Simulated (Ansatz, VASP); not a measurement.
Two plane-wave programs on Al6H

The input INCAR:

```
ALGO = Normal
DIPOL = 0.5 0.5 0.300
EDIFF = 1E-6
ENCUT = 520
GGA = PE
IDIPOL = 3
ISIF = 2
ISMEAR = 0
LASPH = T
LCHARG = F
LDIPOL = T
LREAL = F
LWAVE = F
NBANDS = 32
NELM = 80
PREC = Accurate
SIGMA = 0.1
```

The input KPOINTS:

```
k-points
0
Gamma
  6 6 1
```

The input POSCAR:

```
Al6H
1.0
    5.7135165837      0.0000000000      0.0000000000
   -2.8567582918      4.9480505064      0.0000000000
    0.0000000000      0.0000000000     22.6013782090
Al H
12 2
Direct
    0.3333333333      0.1666666667      0.1769803577
    0.3333333333      0.6666666667      0.1769803577
    0.8333333333      0.1666666667      0.1769803577
    0.8333333333      0.6666666667      0.1769803577
    0.1666666667      0.3333333333      0.2787759109
    0.1666666667      0.8333333333      0.2787759109
    0.6666666667      0.3333333333      0.2787759109
    0.6666666667      0.8333333333      0.2787759109
    0.0000000000      0.0000000000      0.3805687480
    0.0000000000      0.5000000000      0.3805687480
    0.5000000000      0.0000000000      0.3805687480
    0.5000000000      0.5000000000      0.3805687480
    0.1695766752      0.5000000000      0.4287958955
    0.3304233248      0.5000000000      0.4287958955
```

Input for Ansatz:

```yaml
crystal:
  lattice:
    - [5.7135165837, 0.0, 0.0]
    - [-2.8567582918, 4.9480505064, 0.0]
    - [0.0, 0.0, 22.601378209]
  atoms:
    - { symbol: Al, position: [0.3333333333, 0.1666666667, 0.1769803577] }
    - { symbol: Al, position: [0.3333333333, 0.6666666667, 0.1769803577] }
    - { symbol: Al, position: [0.8333333333, 0.1666666667, 0.1769803577] }
    - { symbol: Al, position: [0.8333333333, 0.6666666667, 0.1769803577] }
    - { symbol: Al, position: [0.1666666667, 0.3333333333, 0.2787759109] }
    - { symbol: Al, position: [0.1666666667, 0.8333333333, 0.2787759109] }
    - { symbol: Al, position: [0.6666666667, 0.3333333333, 0.2787759109] }
    - { symbol: Al, position: [0.6666666667, 0.8333333333, 0.2787759109] }
    - { symbol: Al, position: [0.0, 0.0, 0.380568748] }
    - { symbol: Al, position: [0.0, 0.5, 0.380568748] }
    - { symbol: Al, position: [0.5, 0.0, 0.380568748] }
    - { symbol: Al, position: [0.5, 0.5, 0.380568748] }
    - { symbol: H, position: [0.1695766752, 0.5, 0.4287958955] }
    - { symbol: H, position: [0.3304233248, 0.5, 0.4287958955] }
basis:
  ecutwfc: 420
kpoints:
  mp_grid: { grid: [6, 6, 1] }
hamiltonian:
  xc: pbe
  pseudopotentials: { kind: paw, azcp: { folder: soft_1 } }
scf:
  occupations: { method: gaussian, width: 0.1 }
output:
  forces: true
  eigenvalues: true
  write_density: true
  write_potential: true
  elf: true
  volumetric_format: npy
efield:
  axis: 3
  dipole_correction: true
  ramp_width: 0.04
```

Alike in both runs: task single point; functional PBE; k mesh 6 × 6 × 1; occupations gaussian, width 0.1 eV; no spin polarisation.

|  | VASP | Ansatz |
| --- | --- | --- |
| version | VASP 6.6.1 | Ansatz 0.2.0 |
| potentials or method | VASP PAW PBE potentials, release 64 (Al, H), cutoff 520 eV | scalar-relativistic, plane waves, PAW |
| valence electrons in the cell | 38 | 38 |

|  | VASP | Ansatz | Ansatz less VASP |
| --- | --- | --- | --- |
| gap on the k mesh at the Fermi level (eV) | none | none | - |
| rms of the force components (eV/Å) | 1.147 | 1.149 | +0.0019 |

Atom by atom the forces differ by 0.002 eV/Å (rms over components). A gap of «none» marks a metal or a gap that the smearing closes. Ansatz's warnings: xc potential rough in thin density.
